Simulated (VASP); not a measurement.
# Sb in VASP: relaxation of the atoms with PBEsol+D3(BJ)

Aim: the relaxation of the atoms of Sb with PBEsol+D3(BJ).

Program: VASP 6.6.1. These are calculated values, not measurements. Logs are shortened: lines on timing, memory, paths and dates and some standing lists are left out, and cuts for length are marked.

## Step 1: The cell of the first run

The cell holds a slab with vacuum, 5 atoms: a = 3.160 Å, b = 4.469 Å, c = 23.938 Å, α = 90.00°, β = 90.00°, γ = 90.00°.

## Step 2: Relaxation of the atoms, PBEsol+D3(BJ)

Input file INCAR:

```
SYSTEM = Sb
PREC = Accurate
ENCUT = 520
EDIFF = 1E-6
ISMEAR = -1
SIGMA = 0.05
LREAL = .FALSE.
LASPH = .TRUE.
NELM = 60
ALGO = Normal
ISIF = 2
LWAVE = .FALSE.
LCHARG = .FALSE.
LDIPOL = .TRUE.
IDIPOL = 3
DIPOL = 0.5 0.5 0.500
GGA = PS
IVDW = 12
IBRION = 2
NSW = 60
EDIFFG = -0.02
```

Input file KPOINTS:

```
regular mesh
0
G
  8 6 1
  0 0 0
```

Input file POSCAR:

```
Sb
1.0
    3.1600000000      0.0000000000      0.0000000000
    0.0000000000      4.4689148571      0.0000000000
    0.0000000000      0.0000000000     23.9378297142
Sb
5
Selective dynamics
Direct
    0.0000000000      0.5000000000      0.3133116114  F F F
    0.0000000000      0.0000000000      0.4066558057  F F F
    0.0000000000      0.5000000000      0.5000000000  T T T
    0.0000000000      0.0000000000      0.5933441943  T T T
    0.0000000000      0.5000000000      0.6866883886  T T T
```

Potentials or basis: VASP PAW PBE potentials, release 64 (Sb).

Started as:

```sh
$ cat potpaw_PBE.64/Sb/POTCAR > POTCAR
$ mpirun -np 1 vasp_std > vasp.out
```

OUTCAR:

```text
SYSTEM = Sb
   PREC = Accurate
   ENCUT = 520
   EDIFF = 1E-6
   ISMEAR = -1
   LREAL = .FALSE.
   LASPH = .TRUE.
   NELM = 60
   ISIF = 2
   GGA = PS
   IVDW = 12
   IBRION = 2
   NSW = 60
   EDIFFG = -0.02
 IVDW          = 12

 ion  position               nearest neighbor table
   1  0.000  0.500  0.313-   2 3.16   2 3.16
   2  0.000  0.000  0.407-   1 3.16   1 3.16   3 3.16   3 3.16
   3  0.000  0.500  0.500-   2 3.16   4 3.16   2 3.16   4 3.16
   4  0.000  0.000  0.593-   5 3.16   5 3.16   3 3.16   3 3.16
   5  0.000  0.500  0.687-   4 3.16   4 3.16

  LATTYP: Found a simple orthorhombic cell.
 ALAT       =     3.1600000000
 B/A-ratio  =     1.4142135624
 C/A-ratio  =     7.5752625678

  Lattice vectors:

 A1 = (   3.1600000000,   0.0000000000,   0.0000000000)
 A2 = (   0.0000000000,   4.4689148571,   0.0000000000)
 A3 = (   0.0000000000,   0.0000000000,  23.9378297142)

Analysis of symmetry for initial positions (statically):
=====================================================================
 Subroutine PRICEL returns:
 Original cell was already a primitive cell.

 Routine SETGRP: Setting up the symmetry group for a
 simple orthorhombic supercell.

 Subroutine GETGRP returns: Found  8 space group operations
 (whereof  8 operations were pure point group operations)
 out of a pool of  8 trial point group operations.

The static configuration has the point symmetry D_2h.

Analysis of symmetry for dynamics (positions and initial velocities):
=====================================================================
 Subroutine PRICEL returns:
 Original cell was already a primitive cell.

 Routine SETGRP: Setting up the symmetry group for a
 simple orthorhombic supercell.

 Subroutine GETGRP returns: Found  8 space group operations
 (whereof  8 operations were pure point group operations)
 out of a pool of  8 trial point group operations.

The dynamic configuration has the point symmetry D_2h.

Analysis of constrained symmetry for selective dynamics:
=====================================================================
 Subroutine PRICEL returns:
 Original cell was already a primitive cell.

 Routine SETGRP: Setting up the symmetry group for a
 simple orthorhombic supercell.

 Subroutine GETGRP returns: Found  4 space group operations
 (whereof  4 operations were pure point group operations)
 out of a pool of  8 trial point group operations.

The constrained configuration has the point symmetry C_2v.

 Subroutine INISYM returns: Found  4 space group operations
 (whereof  4 operations are pure point group operations),
 and found     1 'primitive' translations

----------------------------------------------------------------------------------------

                                     Primitive cell

  volume of cell :     338.0445

  direct lattice vectors                    reciprocal lattice vectors
     3.160000000  0.000000000  0.000000000     0.316455696  0.000000000  0.000000000
     0.000000000  4.468914857  0.000000000     0.000000000  0.223767969  0.000000000
     0.000000000  0.000000000 23.937829714     0.000000000  0.000000000  0.041774882

  length of vectors
     3.160000000  4.468914857 23.937829714     0.316455696  0.223767969  0.041774882

  position of ions in fractional coordinates (direct lattice)
     0.000000000  0.500000000  0.313311611
     0.000000000  0.000000000  0.406655806
     0.000000000  0.500000000  0.500000000
     0.000000000  0.000000000  0.593344194
     0.000000000  0.500000000  0.686688389

  ion indices of the primitive-cell ions
   primitive index   ion index
                 1           1
                 2           2
                 3           3
                 4           4
                 5           5

----------------------------------------------------------------------------------------

 KPOINTS: regular mesh

Automatic generation of k-mesh.
 Grid dimensions read from file:
 generate k-points for:    8    6    1
[... 23 lines left out ...]
  0.250000  0.000000  0.000000      2.000000
  0.375000  0.000000  0.000000      2.000000
  0.500000  0.000000  0.000000      1.000000
  0.000000  0.166667  0.000000      2.000000
[... 12 lines left out ...]
  0.375000  0.500000  0.000000      2.000000
  0.500000  0.500000  0.000000      1.000000
   k-points           NKPTS =     20   k-points in BZ     NKDIM =     20   number of bands    NBANDS=     16
   number of dos      NEDOS =    301   number of ions     NIONS =      5
   total plane-waves  NPLWV = 155520
   dimension x,y,z NGX =    24 NGY =   36 NGZ =  180
   dimension x,y,z NGXF=    48 NGYF=   72 NGZF=  360
   ions per type =               5
   NGX,Y,Z   is equivalent  to a cutoff of  12.63, 13.39, 12.50 a.u.
   NGXF,Y,Z  is equivalent  to a cutoff of  25.25, 26.78, 25.00 a.u.
 SYSTEM =  Sb
   PREC   = accura    normal or accurate (medium, high low for compatibility)
   ISTART =      0    job   : 0-new  1-cont  2-samecut
   ICHARG =      2    charge: 1-file 2-atom 10-const
   ISPIN  =      1    spin polarized calculation?
   LNONCOLLINEAR =      F non collinear calculations
   LSORBIT =      F    spin-orbit coupling
   LASPH  =      T    aspherical Exc in radial PAW
   ENCUT  =  520.0 eV  38.22 Ry    6.18 a.u.   5.88  8.31 44.51*2*pi/ulx,y,z
   NELM   =     60;   NELMIN=  2; NELMDL= -5     # of ELM steps
   EDIFF  = 0.1E-05   stopping-criterion for ELM
   LREAL  =      F    real-space projection
   EDIFFG = -.2E-01   stopping-criterion for IOM
   NSW    =     60    number of steps for IOM
   IBRION =      2    ionic relax: 0-MD 1-quasi-New 2-CG
   NFREE  =      1    steps in history (QN), initial steepest desc. (CG)
   ISIF   =      2    stress and relaxation
   ISYM   =      2    0-nonsym 1-usesym 2-fastsym
   POTIM  = 0.5000    time-step for ionic-motion
   TEBEG  =    0.0;   TEEND  =   0.0 temperature during run
   PSTRESS=    0.0 pullay stress
   NELECT =      25.0000    total number of electrons
   NUPDOWN=      -1.0000    fix difference up-down
   EMIN   =  10.00;   EMAX   =-10.00  energy-range for DOS
   EFERMI =   0.00;   METHOD = LEGACY
   ISMEAR =    -1;   SIGMA  =   0.05  broadening in eV -4-tet -1-fermi 0-gaus
   EFERMI_NEDOS =   21; number of points for ismear=-14 and -15
   IALGO  =     38    algorithm
   IMIX   =      4    mixing-type and parameters
     AMIX     =   0.40;   BMIX     =  1.00
     AMIX_MAG =   1.60;   BMIX_MAG =  1.00
  volume/ion in A,a.u.               =      67.61       456.25
  Fermi-wavevector in a.u.,A,eV,Ry     =   0.687169  1.298561  6.424687  0.472201
  Thomas-Fermi vector in A             =   1.767607
   LORBIT       =      0    0 simple, 1 ext, 2 COOP (PROOUT), +10 PAW based schemes
   GGA     = PS    functional components
   LHFCALC =     F    Hartree Fock is set to
   AEXX    =    0.0000 exact exchange contribution
   IVDW    =    12    specifies the selected vdW correction
   LEPSILON=     F    determine dielectric tensor
   LRPA    =     F    only Hartree local field effects (RPA)
 conjugate gradient relaxation of ions
 non-spin polarized calculation
  energy-cutoff  :      520.00
  volume of cell :      338.04
 maximum number of plane-waves:      9152
 NGX is ok and might be reduce to    24
   NGX = 11   NGY = 17   NGZ = 89

--------------------------------------- Ionic step        1  -------------------------------------------

 number of electron      25.0000003 magnetization

 Free energy of the ion-electron system (eV)
  ---------------------------------------------------
  ext. energy  EPLUGINS =         0.00000000
  ---------------------------------------------------
  free energy    TOTEN  =       -21.43266354 eV

  energy without entropy =      -21.40294125  energy(sigma->0) =      -21.41780240

------------------------ aborting loop because EDIFF is reached ----------------------------------------

 Edisp (eV)   -1.62866

 E8    (eV) :    -1.1393
[... 114 lines left out ...]
  FREE ENERGIE OF THE ION-ELECTRON SYSTEM (eV)
  ---------------------------------------------------
  free  energy   TOTEN  =       -23.2310359824 eV

  energy  without entropy=      -23.2039536376  energy(sigma->0) =      -23.21749481

 dipolmoment           0.000000      0.000000      0.012590 electrons x Angstroem

[... ionic steps 4 to 11 ...]

--------------------------------------- Ionic step       12  -------------------------------------------

 number of electron      25.0000002 magnetization

------------------------ aborting loop because EDIFF is reached ----------------------------------------

 vacuum level on the upper side and lower side of the slab       (xc-potential included)        -0.048        -0.076

 Edisp (eV)   -1.69007

 E8    (eV) :    -1.1834

  FORCE on cell =-STRESS in cart. coord.  units (eV):
  Direction    XX          YY          ZZ          XY          YZ          ZX
  --------------------------------------------------------------------------------------
  -------------------------------------------------------------------------------------
  Total      -7.78366    -5.45259    -1.98044     0.00000     0.00000     0.00000
  in kB     -36.89103   -25.84279    -9.38640     0.00000     0.00000     0.00000
  external pressure =      -24.04 kB  Pullay stress =        0.00 kB
[... 69 lines left out ...]
--------------------------------------- Ionic step       14  -------------------------------------------

 number of electron      25.0000002 magnetization

 dipolmoment           0.000000      0.000000     -0.006640 electrons x Angstroem

 Free energy of the ion-electron system (eV)
  ---------------------------------------------------
  ext. energy  EPLUGINS =         0.00000000
  ---------------------------------------------------
  free energy    TOTEN  =       -21.62958812 eV

  energy without entropy =      -21.60683470  energy(sigma->0) =      -21.61821141

 E-fermi :   0.4952     XC(G=0):  -4.9383

 val. band max:        0.4606523251   @ k =   0.2500   0.5000   0.0000
 cond. band min:       0.5373396334   @ k =   0.2500   0.1667   0.0000
 fundamental gap:      0.0766873082
 Fermi energy:         0.4952193222

 k-point     1 :       0.0000    0.0000    0.0000
  band No.  band energies     occupation
      1     -11.5981      2.00000
      2     -10.9031      2.00000
      3      -9.6061      2.00000
      4      -8.2026      2.00000
      5      -7.0330      2.00000
      6      -2.9487      2.00000
[... 359 lines left out ...]
      5      -6.7108      2.00000
      6      -3.2089      2.00000
[... 8 lines left out ...]
     15       1.5079      0.00000
     16       1.7178      0.00000

------------------------ aborting loop because EDIFF is reached ----------------------------------------

 vacuum level on the upper side and lower side of the slab       (xc-potential included)        -0.048         0.033

 Edisp (eV)   -1.68994

 E8    (eV) :    -1.1833

  FORCE on cell =-STRESS in cart. coord.  units (eV):
  Direction    XX          YY          ZZ          XY          YZ          ZX
  --------------------------------------------------------------------------------------
  -------------------------------------------------------------------------------------
  Total      -7.78003    -5.39963    -1.90562     0.00000     0.00000     0.00000
  in kB     -36.87378   -25.59177    -9.03177     0.00000     0.00000     0.00000
  external pressure =      -23.83 kB  Pullay stress =        0.00 kB
[... 20 lines left out ...]
  FREE ENERGIE OF THE ION-ELECTRON SYSTEM (eV)
  ---------------------------------------------------
  free  energy   TOTEN  =       -23.3195288449 eV

  energy  without entropy=      -23.2967754220  energy(sigma->0) =      -23.30815213

 reached required accuracy - stopping structural energy minimisation

 vacuum level on the upper side and lower side of the slab         5.013         5.096
```

Run time: 9.3 min. Hardware: 1 thread of Intel Xeon 6975P-C (Granite Rapids), shared host; peak memory 0.45 GiB.

Results:

- Free energy: -23.3195 eV
- Energy gained by relaxing: 51.6 meV/atom
- Ionic steps: 14
- Band gap on the k mesh: zero (an odd number of electrons rules out a gap without spin polarisation)
- Dispersion energy per atom: -0.338 eV

The path:
```
step  energy change (eV)  largest force on free atoms (eV/Å)  pressure (GPa)
   1              0.0000                              1.0979           -3.61
   2             -0.0722                              0.9256           -3.51
   3             -0.1697                              0.2302           -3.05
   4             -0.1779                              0.2303           -3.02
   5             -0.1999                              0.2312           -2.92
   6             -0.2304                              0.2352           -2.69
   7             -0.2188                              0.5676           -2.12
   8             -0.2387                              0.2397           -2.50
   9             -0.2518                              0.1316           -2.52
  10             -0.2540                              0.1873           -2.51
  11             -0.2577                              0.0723           -2.38
  12             -0.2579                              0.0440           -2.40
  13             -0.2582                              0.0225           -2.38
  14             -0.2582                              0.0153           -2.38
```

Final structure:
```
CELL_PARAMETERS angstrom
3.16000 0.00000 0.00000
0.00000 4.46891 0.00000
0.00000 0.00000 23.93783
ATOMIC_POSITIONS crystal
Sb 0.00000 0.50000 0.31331
Sb 0.00000 0.00000 0.40666
Sb 0.00000 0.50000 0.49214
Sb 0.00000 0.00000 0.58488
Sb 0.00000 0.50000 0.66472
```

Caveat: the PAW data sets were made with another functional, which shifts forces and pressure a little; spin-orbit coupling is left out, which moves the levels of the heavy elements.
